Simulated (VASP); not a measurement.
Here is a VASP 6.6.1 calculation.

Contents of INCAR:

```
ALGO = Normal
EDIFF = 1E-6
ENCUT = 520
GGA = PS
ISIF = 2
ISMEAR = 0
LASPH = T
LCHARG = F
LREAL = F
LWAVE = F
NBANDS = 28
NELM = 100
PREC = Accurate
SIGMA = 0.15
```

The input KPOINTS:

```
k-points
0
Gamma
  12 12 10
```

The input POSCAR:

```
SnO
1.0
    3.9831918821      0.0000000000      0.0000000000
    0.0000000000      3.9831918821      0.0000000000
    0.0000000000      0.0000000000      4.6802504614
Sn O
2 2
Direct
    0.0000000000      0.5000000000      0.2425296443
    0.5000000000      0.0000000000      0.7574703557
    0.0000000000      0.0000000000      0.0000000000
    0.5000000000      0.5000000000      0.0000000000
```

Potentials or basis: VASP PAW PBE potentials, release 64 (Sn_d, O).

The run is started by

```sh
$ cat potpaw_PBE.64/Sn_d/POTCAR potpaw_PBE.64/O/POTCAR > POTCAR
$ mpirun -np 1 vasp_std > vasp.out
```

Question: Predict the pressure.

Answer: -6.8 GPa.

Question: Predict the band gap on the k mesh.

Answer: 0.44 eV (least direct gap 1.78 eV).

Question: Estimate the largest force.

Answer: 0.593 eV/Å.

Stress tensor (GPa, compression positive):
```
-8.58  0.00  0.00
 0.00 -8.58  0.00
 0.00  0.00 -3.21
```

Caveat: the stress differs along the axes, from -9 to -3 GPa; semilocal functionals underestimate gaps, and a narrow one can read as zero; the PAW data sets were made with another functional, which shifts forces and pressure a little; spin-orbit coupling is left out, which moves the levels of the heavy elements. A hybrid or GW would open this gap; PBEsol tends to underestimate it.
